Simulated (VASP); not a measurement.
Set up this calculation in VASP 6.6.1, as the native input.

```yaml
Task: single point
Functional: PBE
Potentials_or_basis: VASP PAW PBE potentials, release 64 (Pd, Ge_d)
Cutoff: 520 eV
k_mesh: 7 × 7 × 7
Occupations: fermi-dirac, width 0.05 eV
Spin: no spin polarisation
Dipole_correction: no
Further_INCAR_settings: ALGO = Normal; EDIFF = 1e-06; NBANDS = 34
```

The structure of Ge3Pd lies in POSCAR:

```
Ge3Pd
1.0
    4.1420230000      0.0000000000      0.0000000000
    0.0000000000      4.1420230000      0.0000000000
    0.0000000000      0.0000000000      4.1420230000
Pd Ge
1 3
Direct
    0.0000000000      0.0000000000      0.0000000000
    0.5000000000      0.5000000000      0.0000000000
    0.5000000000      0.0000000000      0.5000000000
    0.0000000000      0.5000000000      0.5000000000
```

These files were run (other wordings do the same):

INCAR

```
ALGO = Normal ; EDIFF = 1E-6
ENCUT = 520 ; GGA = PE
ISIF = 2 ; ISMEAR = -1
LASPH = T ; LCHARG = T
LELF = T ; LREAL = F
LVHAR = T ; LWAVE = F
NBANDS = 34 ; NELM = 100
PREC = Accurate ; SIGMA = 0.05
```

KPOINTS

```
k-points
0
Gamma
  7 7 7
```

Potentials or basis: VASP PAW PBE potentials, release 64 (Pd, Ge_d).

Launch:

```bash
$ cat potpaw_PBE.64/Pd/POTCAR potpaw_PBE.64/Ge_d/POTCAR > POTCAR
$ mpirun -np 1 vasp_std > vasp.out
```

It gave:

```yaml
Pressure: -0.1 GPa
Band_gap_on_the_k_mesh: zero (band 26 reaches 7.67 eV, above the bottom of band 27 at 6.13 eV)
```

Wall time 84 s on 1 thread of AMD EPYC 7R13 (shared host), peak memory 0.17 GiB.
